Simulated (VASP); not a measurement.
# Ga2O3 (C2/m) in VASP: notebook

The runs below take Ga2O3 through single point, with PBEsol+D4, PBE.

Everything below comes from runs of VASP 6.6.1. Logs are shortened: lines on timing, memory, paths and dates and some standing lists are left out, and cuts for length are marked.

## Step 1: The cell of the first run

It takes space group C2/m (No. 12, monoclinic). The conventional cell has a = 12.189 Å, b = 3.035 Å, c = 5.788 Å, α = 90.00°, β = 103.73°, γ = 90.00°. Within 2.6 Å of Ga (site symmetry m) lie 6 O at 1.93 to 2.07 Å. Ga (site symmetry m) has 4 O at 1.83 to 1.86 Å within 2.4 Å. O (site symmetry m) has 3 Ga at 1.84 to 1.93 Å within 2.4 Å. Within 2.7 Å of O (site symmetry m) lie 4 Ga at 1.86 to 2.07 Å and 3 O at 2.60 to 2.64 Å. Within 2.4 Å of O (site symmetry m) lie 3 Ga at 1.83 to 1.94 Å.

## Step 2: Single point, PBEsol+D4

File INCAR:

```
ALGO = Normal
EDIFF = 1E-6
ENCUT = 520
GGA = PS
ISIF = 2
ISMEAR = -1
IVDW = 13
LASPH = True
LCHARG = False
LREAL = False
LWAVE = False
NBANDS = 55
NELM = 60
PREC = Accurate
SIGMA = 0.05
```

File KPOINTS:

```
k-points
0
Gamma
  9 9 5
```

File POSCAR:

```
Ga2O3
1.0
    6.0944019025     -1.5172849281      0.0052652877
    6.0944019025      1.5172849281      0.0052652877
   -1.3782757079      0.0000000000      5.6216135559
Ga O
4 6
Direct
    0.3410187191      0.3410187191      0.6858600146
    0.6589812809      0.6589812809      0.3141399854
    0.9089442341      0.9089442341      0.2041390323
    0.0910557659      0.0910557659      0.7958609677
    0.5037309427      0.5037309427      0.7452378225
    0.4962690573      0.4962690573      0.2547621775
    0.8272715021      0.8272715021      0.4385378808
    0.1727284979      0.1727284979      0.5614621192
    0.8329701693      0.8329701693      0.8904172157
    0.1670298307      0.1670298307      0.1095827843
```

Potentials or basis: VASP PAW PBE potentials, release 64 (Ga_d, O).

Command:

```
$ cat potpaw_PBE.64/Ga_d/POTCAR potpaw_PBE.64/O/POTCAR > POTCAR
$ mpirun -np 1 vasp_std > vasp.out
```

OUTCAR:

```text
EDIFF = 1E-6
   ENCUT = 520
   GGA = PS
   ISIF = 2
   ISMEAR = -1
   IVDW = 13
   LASPH = True
   LREAL = False
   NELM = 60
   PREC = Accurate

 ion  position               nearest neighbor table
   1  0.341  0.341  0.686-   5 1.93   9 1.94   9 1.94   8 2.01   7 2.07   7 2.07
   2  0.659  0.659  0.314-   6 1.93  10 1.94  10 1.94   7 2.01   8 2.07   8 2.07
   3  0.909  0.909  0.204-   9 1.83   6 1.84   6 1.84   7 1.86
   4  0.091  0.091  0.796-  10 1.83   5 1.84   5 1.84   8 1.86
   5  0.504  0.504  0.745-   4 1.84   4 1.84   1 1.93
   6  0.496  0.496  0.255-   3 1.84   3 1.84   2 1.93
   7  0.827  0.827  0.439-   3 1.86   2 2.01   1 2.07   1 2.07
   8  0.173  0.173  0.561-   4 1.86   1 2.01   2 2.07   2 2.07
   9  0.833  0.833  0.890-   3 1.83   1 1.94   1 1.94
  10  0.167  0.167  0.110-   4 1.83   2 1.94   2 1.94

  LATTYP: Found a base centered monoclinic cell.
 ALAT       =    12.1888083540
 B/A-ratio  =     0.2489636204
 C/A-ratio  =     0.4748706234
 COS(beta)  =    -0.2372828232

  Lattice vectors:

 A1 = (   6.0944019025,  -1.5172849281,   0.0052652877)
 A2 = (   6.0944019025,   1.5172849281,   0.0052652877)
 A3 = (  -1.3782757079,   0.0000000000,   5.6216135559)

Analysis of symmetry for initial positions (statically):
=====================================================================
 Subroutine PRICEL returns:
 Original cell was already a primitive cell.

 Routine SETGRP: Setting up the symmetry group for a
 base centered monoclinic supercell.

 Subroutine GETGRP returns: Found  4 space group operations
 (whereof  4 operations were pure point group operations)
 out of a pool of  4 trial point group operations.

The static configuration has the point symmetry C_2h.

Analysis of symmetry for dynamics (positions and initial velocities):
=====================================================================
 Subroutine PRICEL returns:
 Original cell was already a primitive cell.

 Routine SETGRP: Setting up the symmetry group for a
 base centered monoclinic supercell.

 Subroutine GETGRP returns: Found  4 space group operations
 (whereof  4 operations were pure point group operations)
 out of a pool of  4 trial point group operations.

The dynamic configuration has the point symmetry C_2h.

[... 117 lines left out ...]
   NSW    =      0    number of steps for IOM
   IBRION =     -1    ionic relax: 0-MD 1-quasi-New 2-CG
   NFREE  =      0    steps in history (QN), initial steepest desc. (CG)
   ISIF   =      2    stress and relaxation
   ISYM   =      2    0-nonsym 1-usesym 2-fastsym
   POTIM  = 0.5000    time-step for ionic-motion
   TEBEG  =    0.0;   TEEND  =   0.0 temperature during run
   PSTRESS=    0.0 pullay stress
   NELECT =      88.0000    total number of electrons
   NUPDOWN=      -1.0000    fix difference up-down
   EMIN   =  10.00;   EMAX   =-10.00  energy-range for DOS
   EFERMI =   0.00;   METHOD = LEGACY
   ISMEAR =    -1;   SIGMA  =   0.05  broadening in eV -4-tet -1-fermi 0-gaus
   EFERMI_NEDOS =   21; number of points for ismear=-14 and -15
   IALGO  =     38    algorithm
   IMIX   =      4    mixing-type and parameters
     AMIX     =   0.40;   BMIX     =  1.00
     AMIX_MAG =   1.60;   BMIX_MAG =  1.00
  volume/ion in A,a.u.               =      10.40        70.17
  Fermi-wavevector in a.u.,A,eV,Ry     =   1.548491  2.926223 32.624377  2.397824
  Thomas-Fermi vector in A             =   2.653434
   LORBIT       =      0    0 simple, 1 ext, 2 COOP (PROOUT), +10 PAW based schemes
   GGA     = PS    functional components
   LHFCALC =     F    Hartree Fock is set to
   AEXX    =    0.0000 exact exchange contribution
   IVDW    =    13    specifies the selected vdW correction
   LEPSILON=     F    determine dielectric tensor
   LRPA    =     F    only Hartree local field effects (RPA)
 non-spin polarized calculation
  energy-cutoff  :      520.00
  volume of cell :      103.99
 maximum number of plane-waves:      2827
   NGX = 23   NGY = 23   NGZ = 21

 number of electron      88.0000015 magnetization

 Free energy of the ion-electron system (eV)
  ---------------------------------------------------
  ext. energy  EPLUGINS =         0.00000000
  ---------------------------------------------------
  free energy    TOTEN  =       -63.87693195 eV

  energy without entropy =      -63.87693195  energy(sigma->0) =      -63.87693195

 E-fermi :   4.9284     XC(G=0): -11.9488

 val. band max:        3.8131652800   @ k =  -0.4444   0.4444   0.4000
 cond. band min:       6.1641864115   @ k =   0.0000   0.0000   0.0000
 fundamental gap:      2.3510211315
 Fermi energy:         4.9284250085

 k-point     1 :       0.0000    0.0000    0.0000
  band No.  band energies     occupation
      1     -15.1371      2.00000
      2     -13.9041      2.00000
      3     -13.8870      2.00000
      4     -13.7718      2.00000
      5     -13.2871      2.00000
      6     -13.2766      2.00000
[... 1381 lines left out ...]
     54      15.8973      0.00000
     55      16.1837      0.00000

 [... further k-points ...]

------------------------ aborting loop because EDIFF is reached ----------------------------------------

  DFT-D4 for vdW energy calculation

  Edisp (eV):   -1.79751

  FORCE on cell =-STRESS in cart. coord.  units (eV):
  Direction    XX          YY          ZZ          XY          YZ          ZX
  --------------------------------------------------------------------------------------
  -------------------------------------------------------------------------------------
  Total       0.12418     0.23572     0.13807     0.00000     0.00000     0.01233
  in kB       1.91326     3.63181     2.12729     0.00000     0.00000     0.19001
  external pressure =        2.56 kB  Pullay stress =        0.00 kB

 VOLUME and BASIS-vectors are now :
 -----------------------------------------------------------------------------
  energy-cutoff  :      520.00
  volume of cell :      103.99
      direct lattice vectors                 reciprocal lattice vectors
     6.094401902 -1.517284928  0.005265288     0.082025131 -0.329535996  0.020110462
     6.094401902  1.517284928  0.005265288     0.082025131  0.329535996  0.020110462
    -1.378275708  0.000000000  5.621613556    -0.000153652  0.000000000  0.177847199

 POSITION                                       TOTAL-FORCE (eV/Angst)
 -----------------------------------------------------------------------------------
      3.21131      0.00000      3.85923         0.013212      0.000000      0.014859
      7.59922      0.00000      1.77291        -0.013212      0.000000     -0.014859
     10.79758      0.00000      1.15716        -0.000805      0.000000     -0.003667
      0.01295      0.00000      4.47498         0.000805      0.000000      0.003667
      5.11273      0.00000      4.19474         0.006087      0.000000      0.000101
      5.69779      0.00000      1.43740        -0.006087      0.000000     -0.000101
      9.47902      0.00000      2.47400         0.019522      0.000000     -0.014952
      1.33150      0.00000      3.15814        -0.019522      0.000000      0.014952
      8.92567      0.00000      5.01435        -0.007017      0.000000      0.021881
      1.88486      0.00000      0.61779         0.007017      0.000000     -0.021881
 -----------------------------------------------------------------------------------
    total drift:                                0.000000     -0.000000      0.000000

  FREE ENERGIE OF THE ION-ELECTRON SYSTEM (eV)
  ---------------------------------------------------
  free  energy   TOTEN  =       -65.6744415231 eV

  energy  without entropy=      -65.6744415231  energy(sigma->0) =      -65.67444152
```

Wall time 30 min (1 thread of Intel Xeon 8259CL, shared host); peak memory 0.65 GiB.

What came out:

```yaml
Free_energy: -65.6744 eV
Pressure: 0.3 GPa
Largest_force: 0.025 eV/Å
Band_gap_on_the_k_mesh: 2.35 eV (least direct gap 2.37 eV)
Dispersion_energy_per_atom: -0.180 eV
```

Forces in eV/Å, atoms in the order of the input:
```
Ga   0.013  0.000  0.015
Ga  -0.013  0.000 -0.015
Ga  -0.001  0.000 -0.004
Ga   0.001  0.000  0.004
O    0.006  0.000  0.000
O   -0.006  0.000  0.000
O    0.020  0.000 -0.015
O   -0.020  0.000  0.015
O   -0.007  0.000  0.022
O    0.007  0.000 -0.022
```

Levels at points of the mesh, in eV from the valence-band top:
```tsv
k point	band 41	band 42	band 43	band 44	band 45	band 46	band 47	band 48
(0.00, 0.00, 0.00)	-0.68	-0.50	-0.29	-0.02	2.35	5.63	6.62	6.72
```

Caveat: the PAW data sets were made with another functional, which shifts forces and pressure a little. A k mesh can miss the band edges.

## Step 3: Single point, PBE

This run uses another cell than the first one, of 10.97 Å³/atom.

File INCAR:

```
SYSTEM = Ga2O3
PREC     = Accurate       ! precision mode
ENCUT    = 520            ! plane-wave cutoff, eV
EDIFF    = 1E-7           ! SCF threshold, eV
ISMEAR   = -1             ! smearing method
SIGMA    = 0.05           ! smearing width, eV
LREAL    = .FALSE.        ! projectors in reciprocal space
LASPH    = .TRUE.         ! aspherical terms in the spheres
NELM     = 80             ! most SCF steps
ALGO     = Normal         ! electronic algorithm
ISIF     = 2              ! what is computed and relaxed
LWAVE    = .FALSE.        ! write WAVECAR
LCHARG   = .TRUE.         ! write CHGCAR
GGA      = PE             ! functional
LELF     = .TRUE.         ! ELF
LVHAR    = .TRUE.       
NBANDS   = 55             ! bands
```

File KPOINTS:

```
regular mesh
0
G
  9 9 5
  0 0 0
```

File POSCAR:

```
Ga2O3
1.0
    6.2264991849     -1.5421890919      0.0103420428
    6.2264991849      1.5421890919      0.0103420428
   -1.4035750678      0.0000000000      5.7091011928
Ga O
4 6
Direct
    0.3414804533      0.3414804533      0.6856804199
    0.6585195467      0.6585195467      0.3143195801
    0.9099842622      0.9099842622      0.2052735779
    0.0900157378      0.0900157378      0.7947264221
    0.5039909107      0.5039909107      0.7434728955
    0.4960090893      0.4960090893      0.2565271045
    0.8263109783      0.8263109783      0.4358387145
    0.1736890217      0.1736890217      0.5641612855
    0.8364400024      0.8364400024      0.8906907770
    0.1635599976      0.1635599976      0.1093092230
```

Potentials or basis: VASP PAW PBE potentials, release 64 (Ga_d, O).

Command:

```
$ cat potpaw_PBE.64/Ga_d/POTCAR potpaw_PBE.64/O/POTCAR > POTCAR
$ mpirun -np 1 vasp_std > vasp.out
```

OUTCAR:

```text
SYSTEM = Ga2O3
   PREC = Accurate
   ENCUT = 520
   EDIFF = 1E-7
   ISMEAR = -1
   LREAL = .FALSE.
   LASPH = .TRUE.
   NELM = 80
   ISIF = 2
   GGA = PE

 ion  position               nearest neighbor table
   1  0.341  0.341  0.686-   9 1.97   9 1.97   5 1.97   8 2.04   7 2.11   7 2.11
   2  0.659  0.659  0.314-  10 1.97  10 1.97   6 1.97   7 2.04   8 2.11   8 2.11
   3  0.910  0.910  0.205-   9 1.86   6 1.86   6 1.86   7 1.90
   4  0.090  0.090  0.795-  10 1.86   5 1.86   5 1.86   8 1.90
   5  0.504  0.504  0.743-   4 1.86   4 1.86   1 1.97
   6  0.496  0.496  0.257-   3 1.86   3 1.86   2 1.97
   7  0.826  0.826  0.436-   3 1.90   2 2.04   1 2.11   1 2.11
[... 1615 lines left out ...]

 VOLUME and BASIS-vectors are now :
 -----------------------------------------------------------------------------
  energy-cutoff  :      520.00
  volume of cell :      109.69
      direct lattice vectors                 reciprocal lattice vectors
     6.226499185 -1.542189092  0.010342043     0.080269168 -0.324214458  0.019734070
     6.226499185  1.542189092  0.010342043     0.080269168  0.324214458  0.019734070
    -1.403575068  0.000000000  5.709101193    -0.000290815  0.000000000  0.175087424

 POSITION                                       TOTAL-FORCE (eV/Angst)
 -----------------------------------------------------------------------------------
      3.29005      0.00000      3.92168         0.017232      0.000000      0.022992
      7.75937      0.00000      1.80810        -0.017232      0.000000     -0.022992
     11.04392      0.00000      1.19075         0.011532      0.000000     -0.015059
      0.00551      0.00000      4.53904        -0.011532      0.000000      0.015059
      5.23268      0.00000      4.25499         0.011917      0.000000     -0.009283
      5.81675      0.00000      1.47480        -0.011917      0.000000      0.009283
      9.67832      0.00000      2.50534         0.016776      0.000000     -0.008479
      1.37111      0.00000      3.22445        -0.016776      0.000000      0.008479
      9.16603      0.00000      5.10234        -0.020120      0.000000      0.020657
      1.88339      0.00000      0.62744         0.020120      0.000000     -0.020657
 -----------------------------------------------------------------------------------
    total drift:                                0.000000      0.000000      0.000000

  FREE ENERGIE OF THE ION-ELECTRON SYSTEM (eV)
  ---------------------------------------------------
  free  energy   TOTEN  =       -59.6783418700 eV

  energy  without entropy=      -59.6783418698  energy(sigma->0) =      -59.67834187
```

Wall time 42 min (1 thread of Oxide Virtual Turin-like, shared host); peak memory 0.62 GiB.

Results:

```
Free energy            : -59.6783 eV
Pressure               : 0.5 GPa
Largest force          : 0.029 eV/Å
Band gap on the k mesh : 1.99 eV (least direct gap 2.01 eV)
```

Forces on the atoms (eV/Å):
```
Ga   0.017  0.000  0.023
Ga  -0.017  0.000 -0.023
Ga   0.012  0.000 -0.015
Ga  -0.012  0.000  0.015
O    0.012  0.000 -0.009
O   -0.012  0.000  0.009
O    0.017  0.000 -0.008
O   -0.017  0.000  0.008
O   -0.020  0.000  0.021
O    0.020  0.000 -0.021
```
